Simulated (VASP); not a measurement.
# Tb5C (P6/mmm) in VASP: further runs

The runs below take Tb5C through single point, with PBE.

Everything below comes from runs of VASP 6.6.1. Logs are shortened: lines on timing, memory, paths and dates and some standing lists are left out, and cuts for length are marked.

## 1. The cell of the first run

It takes space group P6/mmm (No. 191, hexagonal). The conventional cell has a = 6.031 Å, b = 6.031 Å, c = 4.719 Å, α = 90.00°, β = 90.00°, γ = 120.00°. Tb (site symmetry mmm) has 8 Tb at 2.93 to 3.02 Å and 4 C at 3.83 Å within 3.9 Å. Tb (site symmetry -6m2) has 9 Tb at 2.93 to 3.48 Å and 3 C at 3.48 Å within 3.9 Å. Within 4.8 Å of C (site symmetry 6/mmm) lie 18 Tb at 3.48 to 3.83 Å and 2 C at 4.72 Å.

The cell was built from a structure type or drawn by symmetry, and may not be a known phase.

## 2. Single point, PBE

The input, INCAR:

```
SYSTEM = Tb5C
PREC     = Accurate       ! precision mode
ENCUT    = 600            ! plane-wave cutoff, eV
EDIFF    = 1E-6           ! SCF threshold, eV
ISMEAR   = 0              ! smearing method
SIGMA    = 0.1            ! smearing width, eV
LREAL    = .FALSE.        ! projectors in reciprocal space
LASPH    = .TRUE.         ! aspherical terms in the spheres
NELM     = 200            ! most SCF steps
ALGO     = Normal         ! electronic algorithm
ISIF     = 2              ! what is computed and relaxed
LWAVE    = .FALSE.        ! write WAVECAR
LCHARG   = .FALSE.        ! write CHGCAR
GGA      = PE             ! functional
NBANDS   = 34             ! bands
GGA_COMPAT= .FALSE.      
LMAXMIX  = 6              ! l up to which the mixer works
```

The input, KPOINTS:

```
regular mesh
0
G
  3 3 4
  0 0 0
```

The input, POSCAR:

```
Tb5C
1.0
    6.0312836200      0.0000000000      0.0000000000
   -3.0156418100      5.2232448300      0.0000000000
    0.0000000000      0.0000000000      4.7186241200
Tb C
5 1
Direct
    0.5000000000      0.0000000000      0.5000000000
    0.5000000000      0.5000000000      0.5000000000
    0.0000000000      0.5000000000      0.5000000000
    0.3333333300      0.6666666700      0.0000000000
    0.6666666700      0.3333333300      0.0000000000
    0.0000000000      0.0000000000      0.0000000000
```

Potentials or basis: VASP PAW PBE potentials, release 64 (Tb_3, C), 4f in core.

On the command line:

```sh
$ cat potpaw_PBE.64/Tb_3/POTCAR potpaw_PBE.64/C/POTCAR > POTCAR
$ mpirun -np 1 vasp_std > vasp.out
```

OUTCAR:

```text
SYSTEM = Tb5C
   PREC = Accurate
   ENCUT = 600
   EDIFF = 1E-6
   ISMEAR = 0
   LREAL = .FALSE.
   LASPH = .TRUE.
   NELM = 200
   ISIF = 2
   GGA = PE

 ion  position               nearest neighbor table
   1  0.500  0.000  0.500-   4 2.93   5 2.93   4 2.93   5 2.93   2 3.02   3 3.02   2 3.02   3 3.02

   2  0.500  0.500  0.500-   4 2.93   5 2.93   4 2.93   5 2.93   1 3.02   1 3.02   3 3.02   3 3.02

   3  0.000  0.500  0.500-   4 2.93   5 2.93   4 2.93   5 2.93   1 3.02   1 3.02   2 3.02   2 3.02

   4  0.333  0.667  0.000-   1 2.93   1 2.93   3 2.93   3 2.93   2 2.93   2 2.93   5 3.48   5 3.48
                             5 3.48
   5  0.667  0.333  0.000-   1 2.93   1 2.93   3 2.93   3 2.93   2 2.93   2 2.93   4 3.48   4 3.48
                             4 3.48
   6  0.000  0.000  0.000-

  LATTYP: Found a hexagonal cell.
 ALAT       =     6.0312836200
 C/A-ratio  =     0.7823581873

  Lattice vectors:

 A1 = (   6.0312836200,   0.0000000000,   0.0000000000)
 A2 = (  -3.0156418100,   5.2232448300,   0.0000000000)
 A3 = (   0.0000000000,   0.0000000000,   4.7186241200)

Analysis of symmetry for initial positions (statically):
=====================================================================
 Subroutine PRICEL returns:
 Original cell was already a primitive cell.

 Routine SETGRP: Setting up the symmetry group for a
 hexagonal supercell.

 Subroutine GETGRP returns: Found 24 space group operations
 (whereof 24 operations were pure point group operations)
 out of a pool of 24 trial point group operations.

The static configuration has the point symmetry D_6h.

Analysis of symmetry for dynamics (positions and initial velocities):
=====================================================================
 Subroutine PRICEL returns:
 Original cell was already a primitive cell.

 Routine SETGRP: Setting up the symmetry group for a
 hexagonal supercell.

 Subroutine GETGRP returns: Found 24 space group operations
 (whereof 24 operations were pure point group operations)
 out of a pool of 24 trial point group operations.

The dynamic configuration has the point symmetry D_6h.

 Subroutine INISYM returns: Found 24 space group operations
 (whereof 24 operations are pure point group operations),
 and found     1 'primitive' translations

----------------------------------------------------------------------------------------

                                     Primitive cell

  volume of cell :     148.6502

  direct lattice vectors                    reciprocal lattice vectors
     6.031283620  0.000000000  0.000000000     0.165802185  0.095725936  0.000000000
    -3.015641810  5.223244830  0.000000000     0.000000000  0.191451872  0.000000000
     0.000000000  0.000000000  4.718624120     0.000000000  0.000000000  0.211926183

  length of vectors
     6.031283620  6.031283618  4.718624120     0.191451872  0.191451872  0.211926183

  position of ions in fractional coordinates (direct lattice)
     0.500000000  0.000000000  0.500000000
     0.500000000  0.500000000  0.500000000
     0.000000000  0.500000000  0.500000000
     0.333333330  0.666666670  0.000000000
     0.666666670  0.333333330  0.000000000
     0.000000000  0.000000000  0.000000000

  ion indices of the primitive-cell ions
   primitive index   ion index
                 1           1
                 2           2
                 3           3
                 4           4
                 5           5
                 6           6

----------------------------------------------------------------------------------------

 KPOINTS: regular mesh

Automatic generation of k-mesh.
 Grid dimensions read from file:
 generate k-points for:    3    3    4

 Generating k-lattice:

  Cartesian coordinates                     Fractional coordinates (reciprocal lattice)
     0.055267395  0.031908645  0.000000000     0.333333333  0.000000000  0.000000000
     0.000000000  0.063817291  0.000000000     0.000000000  0.333333333  0.000000000
     0.000000000  0.000000000  0.052981546     0.000000000  0.000000000  0.250000000

  Length of vectors
     0.063817291  0.063817291  0.052981546

  Shift w.r.t. Gamma in fractional coordinates (k-lattice)
     0.000000000  0.000000000  0.000000000

 Subroutine IBZKPT returns following result:
 ===========================================

 Found      9 irreducible k-points:

 Following reciprocal coordinates:
            Coordinates               Weight
  0.000000  0.000000  0.000000      1.000000
  0.333333  0.000000  0.000000      6.000000
  0.333333  0.333333  0.000000      2.000000
  0.000000  0.000000  0.250000      2.000000
  0.333333  0.000000  0.250000     12.000000
  0.333333  0.333333  0.250000      4.000000
  0.000000  0.000000  0.500000      1.000000
  0.333333  0.000000  0.500000      6.000000
  0.333333  0.333333  0.500000      2.000000
   k-points           NKPTS =      9   k-points in BZ     NKDIM =      9   number of bands    NBANDS=     34
   number of dos      NEDOS =    301   number of ions     NIONS =      6
   total plane-waves  NPLWV =  92160
   dimension x,y,z NGX =    48 NGY =   48 NGZ =   40
   dimension x,y,z NGXF=    96 NGYF=   96 NGZF=   80
   ions per type =               5   1
   NGX,Y,Z   is equivalent  to a cutoff of  13.23, 13.23, 14.09 a.u.
   NGXF,Y,Z  is equivalent  to a cutoff of  26.46, 26.46, 28.19 a.u.
 SYSTEM =  Tb5C
   PREC   = accura    normal or accurate (medium, high low for compatibility)
   ISTART =      0    job   : 0-new  1-cont  2-samecut
   ICHARG =      2    charge: 1-file 2-atom 10-const
   ISPIN  =      1    spin polarized calculation?
   LNONCOLLINEAR =      F non collinear calculations
   LSORBIT =      F    spin-orbit coupling
   LASPH  =      T    aspherical Exc in radial PAW
   ENCUT  =  600.0 eV  44.10 Ry    6.64 a.u.  12.05 12.05  9.42*2*pi/ulx,y,z
   NELM   =    200;   NELMIN=  2; NELMDL= -5     # of ELM steps
   EDIFF  = 0.1E-05   stopping-criterion for ELM
   LREAL  =      F    real-space projection
   EDIFFG = 0.1E-04   stopping-criterion for IOM
   NSW    =      0    number of steps for IOM
   IBRION =     -1    ionic relax: 0-MD 1-quasi-New 2-CG
   NFREE  =      0    steps in history (QN), initial steepest desc. (CG)
   ISIF   =      2    stress and relaxation
   ISYM   =      2    0-nonsym 1-usesym 2-fastsym
   POTIM  = 0.5000    time-step for ionic-motion
   TEBEG  =    0.0;   TEEND  =   0.0 temperature during run
   PSTRESS=    0.0 pullay stress
   NELECT =      49.0000    total number of electrons
   NUPDOWN=      -1.0000    fix difference up-down
   EMIN   =  10.00;   EMAX   =-10.00  energy-range for DOS
   EFERMI =   0.00;   METHOD = LEGACY
   ISMEAR =     0;   SIGMA  =   0.10  broadening in eV -4-tet -1-fermi 0-gaus
   EFERMI_NEDOS =   21; number of points for ismear=-14 and -15
   IALGO  =     38    algorithm
   IMIX   =      4    mixing-type and parameters
     AMIX     =   0.40;   BMIX     =  1.00
     AMIX_MAG =   1.60;   BMIX_MAG =  1.00
  volume/ion in A,a.u.               =      24.78       167.19
  Fermi-wavevector in a.u.,A,eV,Ry     =   1.130885  2.137062 17.400496  1.278900
  Thomas-Fermi vector in A             =   2.267582
   LORBIT       =      0    0 simple, 1 ext, 2 COOP (PROOUT), +10 PAW based schemes
   GGA     = PE    functional components
   LHFCALC =     F    Hartree Fock is set to
   AEXX    =    0.0000 exact exchange contribution
   IVDW    =     0    specifies the selected vdW correction
   LEPSILON=     F    determine dielectric tensor
   LRPA    =     F    only Hartree local field effects (RPA)
 non-spin polarized calculation
 Gauss-broadening in eV      SIGMA  =   0.10
  energy-cutoff  :      600.00
  volume of cell :      148.65
 maximum number of plane-waves:      4987
   NGX = 25   NGY = 25   NGZ = 19

 number of electron      49.0000006 magnetization

 Free energy of the ion-electron system (eV)
  ---------------------------------------------------
  ext. energy  EPLUGINS =         0.00000000
  ---------------------------------------------------
  free energy    TOTEN  =       -20.17396153 eV

  energy without entropy =      -20.13990734  energy(sigma->0) =      -20.15693443

 E-fermi :   3.5674     XC(G=0): -10.2676

 val. band max:        3.5545398725   @ k =   0.3333   0.3333   0.5000
 cond. band min:       3.5892998617   @ k =   0.3333   0.3333   0.2500
 fundamental gap:      0.0347599892
 Fermi energy:         3.5674224851

 k-point     1 :       0.0000    0.0000    0.0000
  band No.  band energies     occupation
      1     -20.3002      2.00000
      2     -20.1357      2.00000
      3     -19.3863      2.00000
      4     -19.3863      2.00000
      5     -18.8750      2.00000
      6     -18.7321      2.00000
[... 26 lines left out ...]
     33       7.2621      0.00000
     34       7.2627      0.00000

 k-point     2 :       0.3333    0.0000    0.0000
  band No.  band energies     occupation
      1     -20.1316      2.00000
      2     -19.8474      2.00000
      3     -19.4901      2.00000
      4     -19.2946      2.00000
      5     -19.1381      2.00000
      6     -18.7373      2.00000
[... 26 lines left out ...]
     33       6.4300      0.00000
     34       6.9030      0.00000

 k-point     3 :       0.3333    0.3333    0.0000
  band No.  band energies     occupation
      1     -19.8598      2.00000
      2     -19.8598      2.00000
      3     -19.4539      2.00000
      4     -19.4539      2.00000
      5     -19.0966      2.00000
      6     -18.7333      2.00000
[... 26 lines left out ...]
     33       6.1388      0.00000
     34       6.1388      0.00000
[... 149 lines left out ...]
 k-point     8 :       0.3333    0.0000    0.5000
  band No.  band energies     occupation
      1     -20.4807      2.00000
      2     -19.5832      2.00000
      3     -19.4903      2.00000
      4     -19.4884      2.00000
      5     -19.1918      2.00000
      6     -18.9637      2.00000
[... 26 lines left out ...]
     33       5.7169      0.00000
     34       5.7508      0.00000

 k-point     9 :       0.3333    0.3333    0.5000
  band No.  band energies     occupation
      1     -19.9911      2.00000
      2     -19.9911      2.00000
      3     -19.5942      2.00000
      4     -19.3512      2.00000
      5     -19.3512      2.00000
      6     -18.9693      2.00000
[... 26 lines left out ...]
     33       6.1105      0.00000
     34       6.6599      0.00000

------------------------ aborting loop because EDIFF is reached ----------------------------------------

  FORCE on cell =-STRESS in cart. coord.  units (eV):
  Direction    XX          YY          ZZ          XY          YZ          ZX
  --------------------------------------------------------------------------------------
  -------------------------------------------------------------------------------------
  Total        7.8380030      7.8380030     19.2728245      0.0000000     -0.0000000      0.0000000
  in kB       84.4793352     84.4793351    207.7257956      0.0000000     -0.0000000      0.0000000
  external PRESSURE =     125.5614887 kB  Pullay stress =       0.0000000 kB

 VOLUME and BASIS-vectors are now :
 -----------------------------------------------------------------------------
  energy-cutoff  :      600.00
  volume of cell :      148.65
      direct lattice vectors                 reciprocal lattice vectors
     6.031283620  0.000000000  0.000000000     0.165802185  0.095725936  0.000000000
    -3.015641810  5.223244830  0.000000000     0.000000000  0.191451872  0.000000000
     0.000000000  0.000000000  4.718624120     0.000000000  0.000000000  0.211926183

 POSITION                                       TOTAL-FORCE (eV/Angst)
 -----------------------------------------------------------------------------------
      3.01564      0.00000      2.35931        -0.000000     -0.000000      0.000000
      1.50782      2.61162      2.35931        -0.000000     -0.000000      0.000000
     -1.50782      2.61162      2.35931        -0.000000     -0.000000      0.000000
     -0.00000      3.48216      0.00000         0.000000      0.000000      0.000000
      3.01564      1.74108      0.00000        -0.000000     -0.000000     -0.000000
      0.00000      0.00000      0.00000        -0.000000     -0.000000      0.000000
 -----------------------------------------------------------------------------------
    total drift:                               -0.000000      0.000000     -0.000000

  FREE ENERGIE OF THE ION-ELECTRON SYSTEM (eV)
  ---------------------------------------------------
  free  energy   TOTEN  =       -20.1739615266 eV

  energy  without entropy=      -20.1399073363  energy(sigma->0) =      -20.15693443
```

Run time: 65 s. Hardware: 1 thread of AMD EPYC 7R13 (Zen 3), shared host; peak memory 0.27 GiB.

What came out:

- Free energy: -20.1740 eV
- Pressure: 12.6 GPa
- Band gap on the k mesh: zero (an odd number of electrons rules out a gap without spin polarisation)

Stress tensor (GPa, compression positive):
```
 8.45  0.00  0.00
 0.00  8.45  0.00
 0.00  0.00 20.77
```

Caveat: the k points lie up to 0.40 Å⁻¹ apart, too coarse for converged energies and pressures of a metal; spin-orbit coupling is left out, which moves the levels of the heavy elements; the 4f electrons are frozen in the core, so they carry no moment and show no levels. Spin polarisation is off, so any magnetic state and its effect on volume and gap are missing.

## 3. Single point, PBE

This run uses another cell than the first one, of 32.21 Å³/atom.

The input, INCAR:

```
SYSTEM = Tb5C
PREC = Accurate
ENCUT = 600
EDIFF = 1E-6
ISMEAR = 0
SIGMA = 0.1
LREAL = .False.
LASPH = .True.
NELM = 200
ALGO = Normal
ISIF = 2
LWAVE = .False.
LCHARG = .False.
GGA = PE
NBANDS = 34
GGA_COMPAT = .False.
LMAXMIX = 6
```

The input, KPOINTS:

```
Automatic mesh
0
Gamma
  3 3 4
  0 0 0
```

The input, POSCAR:

```
Tb5C
1.0
    6.1252038205      0.0000000000      0.0000000000
   -3.0626019103      5.3045821119      0.0000000000
    0.0000000000      0.0000000000      5.9477558089
Tb C
5 1
Direct
    0.5000000000      0.0000000000      0.5000000000
    0.5000000000      0.5000000000      0.5000000000
    0.0000000000      0.5000000000      0.5000000000
    0.3333333333      0.6666666667      0.0000000000
    0.6666666667      0.3333333333      0.0000000000
    0.0000000000      0.0000000000      0.0000000000
```

Potentials or basis: VASP PAW PBE potentials, release 64 (Tb_3, C), 4f in core.

On the command line:

```sh
$ cat potpaw_PBE.64/Tb_3/POTCAR potpaw_PBE.64/C/POTCAR > POTCAR
$ mpirun -np 1 vasp_std > vasp.out
```

Wall time 73 s (1 thread of AMD EPYC 7R13 (Zen 3), shared host); peak memory 0.33 GiB.

Results (log left out):

| Quantity | Value |
| --- | --- |
| Free energy | -22.6736 eV |
| Pressure | 0.3 GPa |
| Band gap on the k mesh | zero (an odd number of electrons rules out a gap without spin polarisation) |

Stress tensor (GPa, compression positive):
```
0.16 0.00 0.00
0.00 0.16 0.00
0.00 0.00 0.65
```

Levels at points of the mesh, in eV from the Fermi level:
```csv
k point,band 21,band 22,band 23,band 24,band 25,band 26,band 27,band 28
"(0.00, 0.00, 0.00)",-1.08,-0.97,-0.72,-0.72,-0.43,-0.24,-0.24,0.14
"(0.00, 0.00, 0.50)",-1.48,-1.48,-1.27,-1.27,0.19,0.19,0.38,1.05
```

Caveat: the k points lie up to 0.39 Å⁻¹ apart, too coarse for converged energies and pressures of a metal; spin-orbit coupling is left out, which moves the levels of the heavy elements; the 4f electrons are frozen in the core, so they carry no moment and show no levels. Spin polarisation is off, so any magnetic state and its effect on volume and gap are missing.
